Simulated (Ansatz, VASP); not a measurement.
# CoSi2 in VASP and in Ansatz

The input INCAR:

```
PREC     = Accurate       # precision mode
ENCUT    = 520            # plane-wave cutoff, eV
EDIFF    = 1E-6           # SCF threshold, eV
ISMEAR   = 0              # smearing method
SIGMA    = 0.1            # smearing width, eV
LREAL    = F              # projectors in reciprocal space
LASPH    = T              # aspherical terms in the spheres
NELM     = 100            # most SCF steps
ALGO     = Normal         # electronic algorithm
ISIF     = 2              # what is computed and relaxed
LWAVE    = F              # write WAVECAR
LCHARG   = F              # write CHGCAR
GGA      = PE             # functional
NBANDS   = 16             # bands
```

KPOINTS

```
Automatic mesh
0
Gamma
  14 14 14
```

Contents of POSCAR:

```
CoSi2
1.0
    0.0000000000      2.6799219342      2.6799219342
    2.6799219342      0.0000000000      2.6799219342
    2.6799219342      2.6799219342      0.0000000000
Co Si
1 2
Direct
    0.0000000000      0.0000000000      0.0000000000
    0.2500000000      0.2500000000      0.2500000000
    0.7500000000      0.7500000000      0.7500000000
```

Input for Ansatz:

```yaml
crystal:
  lattice:
    - [0.0, 2.679921927, 2.679921927]
    - [2.679921927, 0.0, 2.679921927]
    - [2.679921927, 2.679921927, 0.0]
  atoms:
    - { symbol: Co, position: [0.0, 0.0, 0.0] }
    - { symbol: Si, position: [0.25, 0.25, 0.25] }
    - { symbol: Si, position: [0.75, 0.75, 0.75] }
basis:
  ecutwfc: 420
kpoints:
  mp_grid: { grid: [14, 14, 14] }
  band_path:
    path:
      - [[0.0, 0.0, 0.0], [0.5, 0.0, 0.5], [0.625, 0.25, 0.625]]
      - [[0.375, 0.375, 0.75], [0.0, 0.0, 0.0], [0.5, 0.5, 0.5], [0.5, 0.25, 0.75], [0.5, 0.0, 0.5]]
    npoints: 14
hamiltonian:
  xc: pbe
scf:
  occupations: { method: gaussian, width: 0.1 }
  n_extra_bands: 7
output:
  forces: true
  stress: true
  eigenvalues: true
  populations: true
  dos: { projected: true, de: 0.02, nscf_kmesh: { grid: [21, 21, 21] } }
  bader: true
```

Alike in both runs: task single point; functional PBE; k mesh 14 × 14 × 14; occupations gaussian, width 0.1 eV; no spin polarisation.

```csv
,VASP,Ansatz
version,VASP 6.6.1,Ansatz 0.2.0
potentials or method,"VASP PAW PBE potentials, release 64 (Co, Si), cutoff 520 eV","scalar-relativistic, plane waves, PAW"
valence electrons in the cell,17,25
```

```tsv
	VASP	Ansatz	Ansatz less VASP
gap on the k mesh at the Fermi level (eV)	none	none	-
pressure (GPa)	-0.2	0.0	+0.23
```

A gap of «none» marks a metal or a gap that the smearing closes. With one functional, cell and mesh, what is left measures potentials, basis and numerics. VASP's potentials hold 17 valence electrons a cell and Ansatz's 25, so a difference there can come from the potentials and not from the codes.
